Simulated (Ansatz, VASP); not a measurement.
## One calculation of CS2, two programs

The input INCAR:

```
SYSTEM = CS2
PREC     = Accurate       ! precision mode
ENCUT    = 520            ! plane-wave cutoff, eV
EDIFF    = 1E-6           ! SCF threshold, eV
ISMEAR   = -1             ! smearing method
SIGMA    = 0.05           ! smearing width, eV
LREAL    = .False.        ! projectors in reciprocal space
LASPH    = .True.         ! aspherical terms in the spheres
NELM     = 80             ! most SCF steps
ALGO     = Normal         ! electronic algorithm
ISIF     = 2              ! what is computed and relaxed
LWAVE    = .False.        ! write WAVECAR
LCHARG   = .False.        ! write CHGCAR
GGA      = PS             ! functional
NBANDS   = 25             ! bands
```

The input KPOINTS:

```
Automatic mesh
0
Gamma
  6 6 3
  0 0 0
```

File POSCAR:

```
CS2
1.0
    3.6937643965     -3.0337173871      0.0000000000
    3.6937643965      3.0337173871      0.0000000000
    0.0000000000      0.0000000000      9.9808936690
S C
4 2
Direct
    0.1815210000      0.8184790000      0.8868670000
    0.3184790000      0.6815210000      0.3868670000
    0.6815210000      0.3184790000      0.6131330000
    0.8184790000      0.1815210000      0.1131330000
    0.5000000000      0.5000000000      0.5000000000
    0.0000000000      0.0000000000      0.0000000000
```

File input.yaml:

```yaml
crystal:
  lattice:
    - [3.6937643965, -3.0337173871, 0.0]
    - [3.6937643965, 3.0337173871, 0.0]
    - [0.0, 0.0, 9.980893669]
  atoms:
    - { symbol: S, position: [0.181521, 0.818479, 0.886867] }
    - { symbol: S, position: [0.318479, 0.681521, 0.386867] }
    - { symbol: S, position: [0.681521, 0.318479, 0.613133] }
    - { symbol: S, position: [0.818479, 0.181521, 0.113133] }
    - { symbol: C, position: [0.5, 0.5, 0.5] }
    - { symbol: C, position: [0.0, 0.0, 0.0] }
kpoints:
  mp_grid: { grid: [6, 6, 3] }
scf:
  occupations: { method: fermi_dirac, width: 0.05 }
hamiltonian:
  xc: pbesol
  pseudopotentials: { kind: all_electron, lapw: { basis_error: 0.001 } }
output:
  forces: true
  stress: true
  eigenvalues: true
```

Change from the starting cell: volume scaled by 1.04.

Alike in both runs: task single point; functional PBEsol; k mesh 6 × 6 × 3; occupations fermi-dirac, width 0.05 eV; no spin polarisation.

|  | VASP | Ansatz |
| --- | --- | --- |
| version | VASP 6.6.1 | Ansatz 0.2.0 |
| potentials or method | VASP PAW PBE potentials, release 64 (S, C), cutoff 520 eV | all-electron LAPW, scalar-relativistic |

Ansatz gave:

```
gap on the k mesh at the Fermi level (eV)                     : 3.38
least direct gap on the mesh (eV)                             : 3.38
pressure (GPa)                                                : -1.6
traceless stress, the component that is largest in VASP (GPa) : 1.47
rms of the force components (eV/Å)                            : 0.456
```

Task: Estimate VASP's values.

Result: gap on the k mesh at the Fermi level (eV): 3.40; least direct gap on the mesh (eV): 3.40; pressure (GPa): -1.9; traceless stress, the component that is largest in VASP (GPa): 1.71; rms of the force components (eV/Å): 0.531.

VASP's potentials were made for PBE, not for PBEsol. Atom by atom the forces differ by 0.075 eV/Å (rms over components). Ansatz ran all-electron here, and VASP with PAW potentials.
